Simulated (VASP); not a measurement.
# PbSe (Pm-3m) in VASP: further runs

PbSe is run at these levels: PBE; tasks: single point.

Everything below comes from runs of VASP 6.6.1. Logs are shortened: lines on timing, memory, paths and dates and some standing lists are left out, and cuts for length are marked.

## Step 1: The cell of the first run

Symmetry: Pm-3m, No. 221, cubic system. Conventional cell: a = 3.784 Å, b = 3.784 Å, c = 3.784 Å, α = 90.00°, β = 90.00°, γ = 90.00°. Pb (site symmetry m-3m) has 8 Se at 3.28 Å and 6 Pb at 3.78 Å within 4.3 Å. Se (site symmetry m-3m) has 8 Pb at 3.28 Å and 6 Se at 3.78 Å within 4.3 Å.

## Step 2: Single point, PBE

INCAR reads:

```
SYSTEM = PbSe
ALGO = Normal
EDIFF = 1E-6
ENCUT = 520
GGA = PE
ISIF = 2
ISMEAR = -1
LASPH = .TRUE.
LCHARG = .FALSE.
LREAL = .FALSE.
LWAVE = .FALSE.
NBANDS = 17
NELM = 80
PREC = Accurate
SIGMA = 0.05
```

KPOINTS reads:

```
k-points
0
G
  7 7 7
  0 0 0
```

POSCAR reads:

```
PbSe
1.0
    3.7843220000      0.0000000000      0.0000000000
    0.0000000000      3.7843220000      0.0000000000
    0.0000000000      0.0000000000      3.7843220000
Pb Se
1 1
Direct
    0.0000000000      0.0000000000      0.0000000000
    0.5000000000      0.5000000000      0.5000000000
```

Potentials or basis: VASP PAW PBE potentials, release 64 (Pb_d, Se).

Started as:

```console
$ cat potpaw_PBE.64/Pb_d/POTCAR potpaw_PBE.64/Se/POTCAR > POTCAR
$ mpirun -np 1 vasp_std > vasp.out
```

OUTCAR:

```text
SYSTEM = PbSe
   EDIFF = 1E-6
   ENCUT = 520
   GGA = PE
   ISIF = 2
   ISMEAR = -1
   LASPH = .TRUE.
   LREAL = .FALSE.
   NELM = 80
   PREC = Accurate

 ion  position               nearest neighbor table
   1  0.000  0.000  0.000-   2 3.28   2 3.28   2 3.28   2 3.28   2 3.28   2 3.28   2 3.28   2 3.28

   2  0.500  0.500  0.500-   1 3.28   1 3.28   1 3.28   1 3.28   1 3.28   1 3.28   1 3.28   1 3.28

  LATTYP: Found a simple cubic cell.
 ALAT       =     3.7843220000

  Lattice vectors:

 A1 = (   3.7843220000,   0.0000000000,   0.0000000000)
 A2 = (   0.0000000000,   3.7843220000,   0.0000000000)
 A3 = (   0.0000000000,   0.0000000000,   3.7843220000)

Analysis of symmetry for initial positions (statically):
=====================================================================
 Subroutine PRICEL returns:
 Original cell was already a primitive cell.

 Routine SETGRP: Setting up the symmetry group for a
 simple cubic supercell.

 Subroutine GETGRP returns: Found 48 space group operations
 (whereof 48 operations were pure point group operations)
 out of a pool of 48 trial point group operations.

The static configuration has the point symmetry O_h .

Analysis of symmetry for dynamics (positions and initial velocities):
=====================================================================
 Subroutine PRICEL returns:
 Original cell was already a primitive cell.

 Routine SETGRP: Setting up the symmetry group for a
 simple cubic supercell.

 Subroutine GETGRP returns: Found 48 space group operations
 (whereof 48 operations were pure point group operations)
 out of a pool of 48 trial point group operations.

The dynamic configuration has the point symmetry O_h .

 Subroutine INISYM returns: Found 48 space group operations
 (whereof 48 operations are pure point group operations),
 and found     1 'primitive' translations

----------------------------------------------------------------------------------------

                                     Primitive cell

  volume of cell :      54.1956

  direct lattice vectors                    reciprocal lattice vectors
     3.784322000  0.000000000  0.000000000     0.264248127  0.000000000  0.000000000
     0.000000000  3.784322000  0.000000000     0.000000000  0.264248127  0.000000000
     0.000000000  0.000000000  3.784322000     0.000000000  0.000000000  0.264248127

  length of vectors
     3.784322000  3.784322000  3.784322000     0.264248127  0.264248127  0.264248127

  position of ions in fractional coordinates (direct lattice)
     0.000000000  0.000000000  0.000000000
     0.500000000  0.500000000  0.500000000

  ion indices of the primitive-cell ions
   primitive index   ion index
                 1           1
                 2           2

----------------------------------------------------------------------------------------

 KPOINTS: k-points

Automatic generation of k-mesh.
 Grid dimensions read from file:
 generate k-points for:    7    7    7

 Generating k-lattice:

  Cartesian coordinates                     Fractional coordinates (reciprocal lattice)
     0.037749732  0.000000000  0.000000000     0.142857143  0.000000000  0.000000000
     0.000000000  0.037749732  0.000000000     0.000000000  0.142857143  0.000000000
     0.000000000  0.000000000  0.037749732     0.000000000  0.000000000  0.142857143

  Length of vectors
     0.037749732  0.037749732  0.037749732

  Shift w.r.t. Gamma in fractional coordinates (k-lattice)
     0.000000000  0.000000000  0.000000000

 Subroutine IBZKPT returns following result:
 ===========================================

 Found     20 irreducible k-points:

 Following reciprocal coordinates:
            Coordinates               Weight
  0.000000  0.000000  0.000000      1.000000
  0.142857  0.000000  0.000000      6.000000
  0.285714  0.000000  0.000000      6.000000
  0.428571  0.000000  0.000000      6.000000
  0.142857  0.142857  0.000000     12.000000
  0.285714  0.142857  0.000000     24.000000
[... 12 lines left out ...]
  0.428571  0.428571  0.285714     24.000000
  0.428571  0.428571  0.428571      8.000000
   k-points           NKPTS =     20   k-points in BZ     NKDIM =     20   number of bands    NBANDS=     17
   number of dos      NEDOS =    301   number of ions     NIONS =      2
   total plane-waves  NPLWV =  21952
   dimension x,y,z NGX =    28 NGY =   28 NGZ =   28
   dimension x,y,z NGXF=    56 NGYF=   56 NGZF=   56
   ions per type =               1   1
   NGX,Y,Z   is equivalent  to a cutoff of  12.30, 12.30, 12.30 a.u.
   NGXF,Y,Z  is equivalent  to a cutoff of  24.60, 24.60, 24.60 a.u.
 SYSTEM =  PbSe
   PREC   = accura    normal or accurate (medium, high low for compatibility)
   ISTART =      0    job   : 0-new  1-cont  2-samecut
   ICHARG =      2    charge: 1-file 2-atom 10-const
   ISPIN  =      1    spin polarized calculation?
   LNONCOLLINEAR =      F non collinear calculations
   LSORBIT =      F    spin-orbit coupling
   LASPH  =      T    aspherical Exc in radial PAW
   ENCUT  =  520.0 eV  38.22 Ry    6.18 a.u.   7.04  7.04  7.04*2*pi/ulx,y,z
   NELM   =     80;   NELMIN=  2; NELMDL= -5     # of ELM steps
   EDIFF  = 0.1E-05   stopping-criterion for ELM
   LREAL  =      F    real-space projection
   EDIFFG = 0.1E-04   stopping-criterion for IOM
   NSW    =      0    number of steps for IOM
   IBRION =     -1    ionic relax: 0-MD 1-quasi-New 2-CG
   NFREE  =      0    steps in history (QN), initial steepest desc. (CG)
   ISIF   =      2    stress and relaxation
   ISYM   =      2    0-nonsym 1-usesym 2-fastsym
   POTIM  = 0.5000    time-step for ionic-motion
   TEBEG  =    0.0;   TEEND  =   0.0 temperature during run
   PSTRESS=    0.0 pullay stress
   NELECT =      20.0000    total number of electrons
   NUPDOWN=      -1.0000    fix difference up-down
   EMIN   =  10.00;   EMAX   =-10.00  energy-range for DOS
   EFERMI =   0.00;   METHOD = LEGACY
   ISMEAR =    -1;   SIGMA  =   0.05  broadening in eV -4-tet -1-fermi 0-gaus
   EFERMI_NEDOS =   21; number of points for ismear=-14 and -15
   IALGO  =     38    algorithm
   IMIX   =      4    mixing-type and parameters
     AMIX     =   0.40;   BMIX     =  1.00
     AMIX_MAG =   1.60;   BMIX_MAG =  1.00
  volume/ion in A,a.u.               =      27.10       182.87
  Fermi-wavevector in a.u.,A,eV,Ry     =   1.174258  2.219025 18.760817  1.378881
  Thomas-Fermi vector in A             =   2.310658
   LORBIT       =      0    0 simple, 1 ext, 2 COOP (PROOUT), +10 PAW based schemes
   GGA     = PE    functional components
   LHFCALC =     F    Hartree Fock is set to
   AEXX    =    0.0000 exact exchange contribution
   IVDW    =     0    specifies the selected vdW correction
   LEPSILON=     F    determine dielectric tensor
   LRPA    =     F    only Hartree local field effects (RPA)
 non-spin polarized calculation
  energy-cutoff  :      520.00
  volume of cell :       54.20
 maximum number of plane-waves:      1474
   NGX = 15   NGY = 15   NGZ = 15

 number of electron      20.0000009 magnetization

 Free energy of the ion-electron system (eV)
  ---------------------------------------------------
  ext. energy  EPLUGINS =         0.00000000
  ---------------------------------------------------
  free energy    TOTEN  =        -7.71966892 eV

  energy without entropy =       -7.70892937  energy(sigma->0) =       -7.71429915

 E-fermi :   5.3005     XC(G=0):  -9.9557

 val. band max:        5.2877391948   @ k =   0.4286   0.4286   0.0000
 cond. band min:       5.3008969051   @ k =   0.1429   0.1429   0.1429
 fundamental gap:      0.0131577103
 Fermi energy:         5.3005157709

 k-point     1 :       0.0000    0.0000    0.0000
  band No.  band energies     occupation
      1     -11.5981      2.00000
      2     -11.5981      2.00000
      3     -11.4490      2.00000
      4     -11.4490      2.00000
      5     -11.4490      2.00000
      6      -7.8708      2.00000
[... 9 lines left out ...]
     16      16.5777      0.00000
     17      18.1328      0.00000

 k-point     2 :       0.1429    0.0000    0.0000
  band No.  band energies     occupation
      1     -11.5968      2.00000
      2     -11.5764      2.00000
      3     -11.4570      2.00000
      4     -11.4570      2.00000
      5     -11.4483      2.00000
      6      -7.7233      2.00000
[... 9 lines left out ...]
     16      17.2620      0.00000
     17      17.5391      0.00000

 k-point     3 :       0.2857    0.0000    0.0000
  band No.  band energies     occupation
      1     -11.5940      2.00000
      2     -11.5279      2.00000
      3     -11.4748      2.00000
      4     -11.4748      2.00000
      5     -11.4467      2.00000
      6      -7.3284      2.00000
[... 9 lines left out ...]
     16      15.3261      0.00000
     17      17.7181      0.00000

 k-point     4 :       0.4286    0.0000    0.0000
  band No.  band energies     occupation
      1     -11.5917      2.00000
      2     -11.4892      2.00000
      3     -11.4891      2.00000
      4     -11.4891      2.00000
      5     -11.4454      2.00000
      6      -6.9020      2.00000
[... 9 lines left out ...]
     16      17.3597      0.00000
     17      18.3056      0.00000

 k-point     5 :       0.1429    0.1429    0.0000
  band No.  band energies     occupation
      1     -11.5856      2.00000
      2     -11.5645      2.00000
      3     -11.4668      2.00000
      4     -11.4568      2.00000
      5     -11.4553      2.00000
      6      -7.5784      2.00000
[... 9 lines left out ...]
     16      15.9084      0.00000
     17      16.5120      0.00000

 k-point     6 :       0.2857    0.1429    0.0000
  band No.  band energies     occupation
      1     -11.5791      2.00000
      2     -11.5190      2.00000
      3     -11.4886      2.00000
      4     -11.4736      2.00000
      5     -11.4541      2.00000
      6      -7.1947      2.00000
[... 9 lines left out ...]
     16      15.4227      0.00000
     17      16.1962      0.00000

 k-point     7 :       0.4286    0.1429    0.0000
  band No.  band energies     occupation
      1     -11.5764      2.00000
      2     -11.5058      2.00000
      3     -11.4876      2.00000
      4     -11.4803      2.00000
      5     -11.4526      2.00000
      6      -6.7896      2.00000
[... 9 lines left out ...]
     16      16.6405      0.00000
     17      16.8377      0.00000

 k-point     8 :       0.2857    0.2857    0.0000
  band No.  band energies     occupation
      1     -11.5587      2.00000
      2     -11.5188      2.00000
      3     -11.4862      2.00000
      4     -11.4720      2.00000
      5     -11.4697      2.00000
      6      -6.8525      2.00000
[... 9 lines left out ...]
     16      15.2015      0.00000
     17      15.7731      0.00000
[... 123 lines left out ...]
      1     -11.5384      2.00000
      2     -11.5282      2.00000
      3     -11.4961      2.00000
      4     -11.4782      2.00000
      5     -11.4495      2.00000
      6      -6.4389      2.00000
[... 9 lines left out ...]
     16      15.1161      0.00000
     17      17.2701      0.00000

 k-point    16 :       0.4286    0.4286    0.1429
  band No.  band energies     occupation
      1     -11.5642      2.00000
      2     -11.5145      2.00000
      3     -11.4925      2.00000
      4     -11.4918      2.00000
      5     -11.4197      2.00000
      6      -6.2160      2.00000
[... 9 lines left out ...]
     16      15.6278      0.00000
     17      16.9094      0.00000

 k-point    17 :       0.2857    0.2857    0.2857
  band No.  band energies     occupation
      1     -11.5175      2.00000
      2     -11.5013      2.00000
      3     -11.5013      2.00000
      4     -11.4828      2.00000
      5     -11.4828      2.00000
      6      -6.4922      2.00000
[... 9 lines left out ...]
     16      15.2796      0.00000
     17      18.6332      0.00000

 k-point    18 :       0.4286    0.2857    0.2857
  band No.  band energies     occupation
      1     -11.5339      2.00000
      2     -11.5179      2.00000
      3     -11.4993      2.00000
      4     -11.4817      2.00000
      5     -11.4414      2.00000
      6      -6.2573      2.00000
[... 9 lines left out ...]
     16      16.1604      0.00000
     17      19.2767      0.00000

 k-point    19 :       0.4286    0.4286    0.2857
  band No.  band energies     occupation
      1     -11.5490      2.00000
      2     -11.5168      2.00000
      3     -11.5154      2.00000
      4     -11.4608      2.00000
      5     -11.4185      2.00000
      6      -6.0987      2.00000
[... 9 lines left out ...]
     16      17.3008      0.00000
     17      19.7594      0.00000

 k-point    20 :       0.4286    0.4286    0.4286
  band No.  band energies     occupation
      1     -11.5387      2.00000
      2     -11.5342      2.00000
      3     -11.5342      2.00000
      4     -11.4176      2.00000
      5     -11.4176      2.00000
      6      -5.9980      2.00000
[... 9 lines left out ...]
     16      18.3496      0.00000
     17      22.0088      0.00000

------------------------ aborting loop because EDIFF is reached ----------------------------------------

  FORCE on cell =-STRESS in cart. coord.  units (eV):
  Direction    XX          YY          ZZ          XY          YZ          ZX
  --------------------------------------------------------------------------------------
  -------------------------------------------------------------------------------------
  Total       -0.0558133     -0.0558133     -0.0558133     -0.0000000     -0.0000000      0.0000000
  in kB       -1.6500011     -1.6500011     -1.6500011     -0.0000000     -0.0000000      0.0000000
  external PRESSURE =      -1.6500011 kB  Pullay stress =       0.0000000 kB

 VOLUME and BASIS-vectors are now :
 -----------------------------------------------------------------------------
  energy-cutoff  :      520.00
  volume of cell :       54.20
      direct lattice vectors                 reciprocal lattice vectors
     3.784322000  0.000000000  0.000000000     0.264248127  0.000000000  0.000000000
     0.000000000  3.784322000  0.000000000     0.000000000  0.264248127  0.000000000
     0.000000000  0.000000000  3.784322000     0.000000000  0.000000000  0.264248127

 POSITION                                       TOTAL-FORCE (eV/Angst)
 -----------------------------------------------------------------------------------
      0.00000      0.00000      0.00000         0.000000      0.000000      0.000000
      1.89216      1.89216      1.89216         0.000000      0.000000      0.000000
 -----------------------------------------------------------------------------------
    total drift:                               -0.000000      0.000000     -0.000000

  FREE ENERGIE OF THE ION-ELECTRON SYSTEM (eV)
  ---------------------------------------------------
  free  energy   TOTEN  =        -7.7196689211 eV

  energy  without entropy=       -7.7089293715  energy(sigma->0) =       -7.71429915
```

Wall time 11 s (1 thread of Intel Xeon 6975P-C, shared host); peak memory 0.16 GiB.

Results:

```yaml
Free_energy: -7.7197 eV
Pressure: -0.2 GPa
Band_gap_on_the_k_mesh: zero (band 10 reaches 5.30 eV, above the bottom of band 11 at 5.19 eV)
```

Caveat: spin-orbit coupling is left out, which moves the levels of the heavy elements.

## Step 3: Single point, PBE

This run uses another cell than the first one, of 27.00 Å³/atom, 0.996 times its volume.

INCAR reads:

```
SYSTEM = PbSe
PREC = Accurate ; ENCUT = 520
EDIFF = 1E-7 ; ISMEAR = -1
SIGMA = 0.05 ; LREAL = .FALSE.
LASPH = .TRUE. ; NELM = 80
ALGO = Normal ; ISIF = 2
LWAVE = .FALSE. ; LCHARG = .TRUE.
GGA = PE ; LELF = .TRUE.
LVHAR = .TRUE. ; NBANDS = 17
```

KPOINTS reads:

```
Automatic mesh
0
G
  7 7 7
  0 0 0
```

POSCAR reads:

```
PbSe
1.0
    3.7795905546      0.0000000000      0.0000000000
    0.0000000000      3.7795905546      0.0000000000
    0.0000000000      0.0000000000      3.7795905546
Pb Se
1 1
Direct
    0.0000000000      0.0000000000      0.0000000000
    0.5000000000      0.5000000000      0.5000000000
```

Potentials or basis: VASP PAW PBE potentials, release 64 (Pb_d, Se).

Started as:

```console
$ cat potpaw_PBE.64/Pb_d/POTCAR potpaw_PBE.64/Se/POTCAR > POTCAR
$ mpirun -np 1 vasp_std > vasp.out
```

Run time: 15 s. Hardware: 1 thread of Intel Xeon 6975P-C, shared host; peak memory 0.16 GiB.

It converged, with:

```
Free energy            : -7.7197 eV
Pressure               : 0.0 GPa
Band gap on the k mesh : zero (band 10 reaches 5.34 eV, above the bottom of band 11 at 5.22 eV)
```

Levels at points of the mesh, in eV from the Fermi level:
| k point | band 6 | band 7 | band 8 | band 9 | band 10 | band 11 | band 12 | band 13 | band 14 | band 15 |
| --- | --- | --- | --- | --- | --- | --- | --- | --- | --- | --- |
| (0.00, 0.00, 0.00) | -13.20 | -7.02 | -1.47 | -1.47 | -1.47 | 5.16 | 5.16 | 6.12 | 6.12 | 6.12 |

Caveat: spin-orbit coupling is left out, which moves the levels of the heavy elements.
